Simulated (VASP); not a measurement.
# TePb (Fm-3m) in VASP: notebook

TePb is run at these levels: PBEsol+D3(BJ), PBEsol; tasks: single point.

Program: VASP 6.6.1. These are calculated values, not measurements. Logs are shortened: lines on timing, memory, paths and dates and some standing lists are left out, and cuts for length are marked.

## Step 1: The cell of the first run

Symmetry: Fm-3m, No. 225, cubic system. Conventional cell: a = 6.462 Å, b = 6.462 Å, c = 6.462 Å, α = 90.00°, β = 90.00°, γ = 90.00°. Te (site symmetry m-3m) has 6 Pb at 3.23 Å within 4.3 Å. Within 4.3 Å of Pb (site symmetry m-3m) lie 6 Te at 3.23 Å.

## Step 2: Single point, PBEsol+D3(BJ)

The input, INCAR:

```
PREC = Accurate
ENCUT = 500
EDIFF = 1E-6
ISMEAR = 0
SIGMA = 0.01
LREAL = False
LASPH = True
NELM = 120
ALGO = Normal
ISIF = 2
LWAVE = False
LCHARG = True
GGA = PS
IVDW = 12
LELF = True
LVHAR = True
NBANDS = 17
GGA_COMPAT = False
```

The input, KPOINTS:

```
regular mesh
0
Gamma
  5 5 5
```

The input, POSCAR:

```
TePb
1.0
    0.0000000000      3.2310000000      3.2310000000
    3.2310000000      0.0000000000      3.2310000000
    3.2310000000      3.2310000000      0.0000000000
Te Pb
1 1
Direct
    0.5000000000      0.5000000000      0.5000000000
    0.0000000000      0.0000000000      0.0000000000
```

Potentials or basis: VASP PAW PBE potentials, release 64 (Te, Pb_d).

The run is started by

```sh
> cat potpaw_PBE.64/Te/POTCAR potpaw_PBE.64/Pb_d/POTCAR > POTCAR
> mpirun -np 1 vasp_std > vasp.out
```

OUTCAR:

```text
PREC = Accurate
   ENCUT = 500
   EDIFF = 1E-6
   ISMEAR = 0
   LREAL = False
   LASPH = True
   NELM = 120
   ISIF = 2
   GGA = PS
   IVDW = 12
 IVDW          = 12

 ion  position               nearest neighbor table
   1  0.500  0.500  0.500-   2 3.23   2 3.23   2 3.23   2 3.23   2 3.23   2 3.23
   2  0.000  0.000  0.000-   1 3.23   1 3.23   1 3.23   1 3.23   1 3.23   1 3.23

  LATTYP: Found a face centered cubic cell.
 ALAT       =     6.4620000000

  Lattice vectors:

 A1 = (   0.0000000000,   3.2310000000,   3.2310000000)
 A2 = (   3.2310000000,   0.0000000000,   3.2310000000)
 A3 = (   3.2310000000,   3.2310000000,   0.0000000000)

Analysis of symmetry for initial positions (statically):
=====================================================================
 Subroutine PRICEL returns:
 Original cell was already a primitive cell.

 Routine SETGRP: Setting up the symmetry group for a
 face centered cubic supercell.

 Subroutine GETGRP returns: Found 48 space group operations
 (whereof 48 operations were pure point group operations)
 out of a pool of 48 trial point group operations.

The static configuration has the point symmetry O_h .

Analysis of symmetry for dynamics (positions and initial velocities):
=====================================================================
 Subroutine PRICEL returns:
 Original cell was already a primitive cell.

 Routine SETGRP: Setting up the symmetry group for a
 face centered cubic supercell.

 Subroutine GETGRP returns: Found 48 space group operations
 (whereof 48 operations were pure point group operations)
 out of a pool of 48 trial point group operations.

The dynamic configuration has the point symmetry O_h .

 Subroutine INISYM returns: Found 48 space group operations
 (whereof 48 operations are pure point group operations),
 and found     1 'primitive' translations

----------------------------------------------------------------------------------------

                                     Primitive cell

  volume of cell :      67.4592

  direct lattice vectors                    reciprocal lattice vectors
     0.000000000  3.231000000  3.231000000    -0.154750851  0.154750851  0.154750851
     3.231000000  0.000000000  3.231000000     0.154750851 -0.154750851  0.154750851
     3.231000000  3.231000000  0.000000000     0.154750851  0.154750851 -0.154750851

  length of vectors
     4.569324020  4.569324020  4.569324020     0.268036337  0.268036337  0.268036337

  position of ions in fractional coordinates (direct lattice)
     0.500000000  0.500000000  0.500000000
     0.000000000  0.000000000  0.000000000

  ion indices of the primitive-cell ions
   primitive index   ion index
                 1           1
                 2           2

----------------------------------------------------------------------------------------

 KPOINTS: regular mesh

Automatic generation of k-mesh.
 Grid dimensions read from file:
 generate k-points for:    5    5    5

 Generating k-lattice:

  Cartesian coordinates                     Fractional coordinates (reciprocal lattice)
    -0.030950170  0.030950170  0.030950170     0.200000000  0.000000000  0.000000000
     0.030950170 -0.030950170  0.030950170     0.000000000  0.200000000  0.000000000
     0.030950170  0.030950170 -0.030950170     0.000000000  0.000000000  0.200000000

  Length of vectors
     0.053607267  0.053607267  0.053607267

  Shift w.r.t. Gamma in fractional coordinates (k-lattice)
     0.000000000  0.000000000  0.000000000

 Subroutine IBZKPT returns following result:
 ===========================================

 Found     10 irreducible k-points:

 Following reciprocal coordinates:
            Coordinates               Weight
  0.000000  0.000000  0.000000      1.000000
  0.200000  0.000000  0.000000      8.000000
  0.400000  0.000000  0.000000      8.000000
  0.200000  0.200000  0.000000      6.000000
  0.400000  0.200000  0.000000     24.000000
 -0.400000  0.200000  0.000000     24.000000
 -0.200000  0.200000  0.000000     12.000000
  0.400000  0.400000  0.000000      6.000000
 -0.400000  0.400000  0.000000     12.000000
 -0.400000  0.400000  0.200000     24.000000
   k-points           NKPTS =     10   k-points in BZ     NKDIM =     10   number of bands    NBANDS=     17
   number of dos      NEDOS =    301   number of ions     NIONS =      2
   total plane-waves  NPLWV =  46656
   dimension x,y,z NGX =    36 NGY =   36 NGZ =   36
   dimension x,y,z NGXF=    72 NGYF=   72 NGZF=   72
   ions per type =               1   1
   NGX,Y,Z   is equivalent  to a cutoff of  13.10, 13.10, 13.10 a.u.
   NGXF,Y,Z  is equivalent  to a cutoff of  26.20, 26.20, 26.20 a.u.
 SYSTEM =  unknown system
   PREC   = accura    normal or accurate (medium, high low for compatibility)
   ISTART =      0    job   : 0-new  1-cont  2-samecut
   ICHARG =      2    charge: 1-file 2-atom 10-const
   ISPIN  =      1    spin polarized calculation?
   LNONCOLLINEAR =      F non collinear calculations
   LSORBIT =      F    spin-orbit coupling
   LASPH  =      T    aspherical Exc in radial PAW
   ENCUT  =  500.0 eV  36.75 Ry    6.06 a.u.   8.33  8.33  8.33*2*pi/ulx,y,z
   NELM   =    120;   NELMIN=  2; NELMDL= -5     # of ELM steps
   EDIFF  = 0.1E-05   stopping-criterion for ELM
   LREAL  =      F    real-space projection
   EDIFFG = 0.1E-04   stopping-criterion for IOM
   NSW    =      0    number of steps for IOM
   IBRION =     -1    ionic relax: 0-MD 1-quasi-New 2-CG
   NFREE  =      0    steps in history (QN), initial steepest desc. (CG)
   ISIF   =      2    stress and relaxation
   ISYM   =      2    0-nonsym 1-usesym 2-fastsym
   POTIM  = 0.5000    time-step for ionic-motion
   TEBEG  =    0.0;   TEEND  =   0.0 temperature during run
   PSTRESS=    0.0 pullay stress
   NELECT =      20.0000    total number of electrons
   NUPDOWN=      -1.0000    fix difference up-down
   EMIN   =  10.00;   EMAX   =-10.00  energy-range for DOS
   EFERMI =   0.00;   METHOD = LEGACY
   ISMEAR =     0;   SIGMA  =   0.01  broadening in eV -4-tet -1-fermi 0-gaus
   EFERMI_NEDOS =   21; number of points for ismear=-14 and -15
   IALGO  =     38    algorithm
   IMIX   =      4    mixing-type and parameters
     AMIX     =   0.40;   BMIX     =  1.00
     AMIX_MAG =   1.60;   BMIX_MAG =  1.00
  volume/ion in A,a.u.               =      33.73       227.62
  Fermi-wavevector in a.u.,A,eV,Ry     =   1.091619  2.062861 16.213147  1.191633
  Thomas-Fermi vector in A             =   2.227868
   LORBIT       =      0    0 simple, 1 ext, 2 COOP (PROOUT), +10 PAW based schemes
   GGA     = PS    functional components
   LHFCALC =     F    Hartree Fock is set to
   AEXX    =    0.0000 exact exchange contribution
   IVDW    =    12    specifies the selected vdW correction
   LEPSILON=     F    determine dielectric tensor
   LRPA    =     F    only Hartree local field effects (RPA)
 non-spin polarized calculation
 Gauss-broadening in eV      SIGMA  =   0.01
  energy-cutoff  :      500.00
  volume of cell :       67.46
 maximum number of plane-waves:      1736
 NGX is ok and might be reduce to    36
   NGX = 17   NGY = 17   NGZ = 17

 number of electron      20.0000003 magnetization

 Free energy of the ion-electron system (eV)
  ---------------------------------------------------
  ext. energy  EPLUGINS =         0.00000000
  ---------------------------------------------------
  free energy    TOTEN  =        -8.26043175 eV

  energy without entropy =       -8.26043175  energy(sigma->0) =       -8.26043175

 E-fermi :   5.4299     XC(G=0):  -9.4716

 val. band max:        5.3022089245   @ k =  -0.2000   0.2000   0.0000
 cond. band min:       6.4452260158   @ k =   0.4000   0.0000   0.0000
 fundamental gap:      1.1430170913
 Fermi energy:         5.4298854175

 k-point     1 :       0.0000    0.0000    0.0000
  band No.  band energies     occupation
      1     -11.1705      2.00000
      2     -11.1705      2.00000
      3     -11.1593      2.00000
      4     -11.1593      2.00000
      5     -11.1593      2.00000
      6      -6.5755      2.00000
[... 9 lines left out ...]
     16      11.2168      0.00000
     17      12.6933      0.00000

 k-point     2 :       0.2000    0.0000    0.0000
  band No.  band energies     occupation
      1     -11.1752      2.00000
      2     -11.1752      2.00000
      3     -11.1585      2.00000
      4     -11.1538      2.00000
      5     -11.1538      2.00000
      6      -6.2369      2.00000
[... 9 lines left out ...]
     16      11.9367      0.00000
     17      14.8701      0.00000

 k-point     3 :       0.4000    0.0000    0.0000
  band No.  band energies     occupation
      1     -11.1840      2.00000
      2     -11.1840      2.00000
      3     -11.1573      2.00000
      4     -11.1435      2.00000
      5     -11.1435      2.00000
      6      -5.3879      2.00000
[... 9 lines left out ...]
     16      13.8229      0.00000
     17      15.7898      0.00000

 k-point     4 :       0.2000    0.2000    0.0000
  band No.  band energies     occupation
      1     -11.1874      2.00000
      2     -11.1665      2.00000
      3     -11.1629      2.00000
      4     -11.1506      2.00000
      5     -11.1506      2.00000
      6      -6.1264      2.00000
[... 9 lines left out ...]
     16      13.0493      0.00000
     17      13.5713      0.00000

 k-point     5 :       0.4000    0.2000    0.0000
  band No.  band energies     occupation
      1     -11.2007      2.00000
      2     -11.1710      2.00000
      3     -11.1610      2.00000
      4     -11.1447      2.00000
      5     -11.1410      2.00000
      6      -5.4482      2.00000
[... 9 lines left out ...]
     16      14.7808      0.00000
     17      15.3952      0.00000

 k-point     6 :      -0.4000    0.2000    0.0000
  band No.  band energies     occupation
      1     -11.1971      2.00000
      2     -11.1797      2.00000
      3     -11.1534      2.00000
      4     -11.1458      2.00000
      5     -11.1410      2.00000
      6      -4.9918      2.00000
[... 9 lines left out ...]
     16      13.7716      0.00000
     17      16.2175      0.00000

 k-point     7 :      -0.2000    0.2000    0.0000
  band No.  band energies     occupation
      1     -11.1817      2.00000
      2     -11.1814      2.00000
      3     -11.1561      2.00000
      4     -11.1498      2.00000
      5     -11.1467      2.00000
      6      -5.7155      2.00000
[... 9 lines left out ...]
     16      14.0867      0.00000
     17      14.6110      0.00000

 k-point     8 :       0.4000    0.4000    0.0000
  band No.  band energies     occupation
      1     -11.2265      2.00000
      2     -11.1686      2.00000
      3     -11.1601      2.00000
      4     -11.1354      2.00000
      5     -11.1354      2.00000
      6      -5.1147      2.00000
[... 9 lines left out ...]
     16      15.1069      0.00000
     17      16.4417      0.00000

 k-point     9 :      -0.4000    0.4000    0.0000
  band No.  band energies     occupation
      1     -11.2234      2.00000
      2     -11.1659      2.00000
      3     -11.1633      2.00000
      4     -11.1376      2.00000
      5     -11.1351      2.00000
      6      -4.8055      2.00000
[... 9 lines left out ...]
     16      14.9332      0.00000
     17      16.7302      0.00000

 k-point    10 :      -0.4000    0.4000    0.2000
  band No.  band energies     occupation
      1     -11.2116      2.00000
      2     -11.1723      2.00000
      3     -11.1569      2.00000
      4     -11.1458      2.00000
      5     -11.1356      2.00000
      6      -4.8915      2.00000
[... 9 lines left out ...]
     16      15.5499      0.00000
     17      15.5830      0.00000

------------------------ aborting loop because EDIFF is reached ----------------------------------------

 Edisp (eV)   -0.80723

 E8    (eV) :    -0.5691

  FORCE on cell =-STRESS in cart. coord.  units (eV):
  Direction    XX          YY          ZZ          XY          YZ          ZX
  --------------------------------------------------------------------------------------
  -------------------------------------------------------------------------------------
  Total      -0.99321    -0.99321    -0.99321     0.00000     0.00000     0.00000
  in kB     -23.58901   -23.58901   -23.58901     0.00000     0.00000     0.00000
  external pressure =      -23.59 kB  Pullay stress =        0.00 kB

 VOLUME and BASIS-vectors are now :
 -----------------------------------------------------------------------------
  energy-cutoff  :      500.00
  volume of cell :       67.46
      direct lattice vectors                 reciprocal lattice vectors
     0.000000000  3.231000000  3.231000000    -0.154750851  0.154750851  0.154750851
     3.231000000  0.000000000  3.231000000     0.154750851 -0.154750851  0.154750851
     3.231000000  3.231000000  0.000000000     0.154750851  0.154750851 -0.154750851

 POSITION                                       TOTAL-FORCE (eV/Angst)
 -----------------------------------------------------------------------------------
      3.23100      3.23100      3.23100         0.000000      0.000000     -0.000000
      0.00000      0.00000      0.00000        -0.000000      0.000000      0.000000
 -----------------------------------------------------------------------------------
    total drift:                               -0.000000      0.000000      0.000000

  FREE ENERGIE OF THE ION-ELECTRON SYSTEM (eV)
  ---------------------------------------------------
  free  energy   TOTEN  =        -9.0676662070 eV

  energy  without entropy=       -9.0676662070  energy(sigma->0) =       -9.06766621
```

Run time: 10 s. Hardware: 1 thread of Intel Xeon 6975P-C (Granite Rapids), shared host; peak memory 0.21 GiB.

What came out:

```yaml
Free_energy: -9.0677 eV
Pressure: -2.4 GPa
Dispersion_energy_per_atom: -0.404 eV
```

Caveat: this odd mesh misses L, so gap, dielectric constants and Born charges aren't listed; the PAW data sets were made with another functional, which shifts forces and pressure a little; spin-orbit coupling is left out, which moves the levels of the heavy elements.

## Step 3: Single point, PBEsol

The input, INCAR:

```
SYSTEM = TePb
  PREC = Accurate
  ENCUT = 500
  EDIFF = 1E-6
  ISMEAR = 0
  SIGMA = 0.01
  LREAL = .False.
  LASPH = .True.
  NELM = 120
  ALGO = Normal
  ISIF = 2
  LWAVE = .False.
  LCHARG = .False.
  GGA = PS
  NBANDS = 17
  GGA_COMPAT = .False.
```

The input, KPOINTS:

```
regular mesh
0
Gamma
  5 5 5
  0 0 0
```

POSCAR is that of step 2.

Potentials or basis: VASP PAW PBE potentials, release 64 (Te, Pb_d).

The run is started by

```sh
> cat potpaw_PBE.64/Te/POTCAR potpaw_PBE.64/Pb_d/POTCAR > POTCAR
> mpirun -np 1 vasp_std > vasp.out
```

It took 11 s on 1 thread of Intel Xeon 6975P-C (Granite Rapids), shared host; peak memory 0.2 GiB.

Results (log left out):

* Free energy: -8.2604 eV
* Pressure: -0.4 GPa

Levels at points of the mesh, in eV from the Fermi level:
```csv
k point,band 7,band 8,band 9,band 10,band 11,band 12,band 13,band 14
"(0.00, 0.00, 0.00)",-5.59,-1.30,-1.30,-1.30,4.09,4.09,4.09,5.79
```

Caveat: this odd mesh misses L, so gap, dielectric constants and Born charges aren't listed; the PAW data sets were made with another functional, which shifts forces and pressure a little; spin-orbit coupling is left out, which moves the levels of the heavy elements.
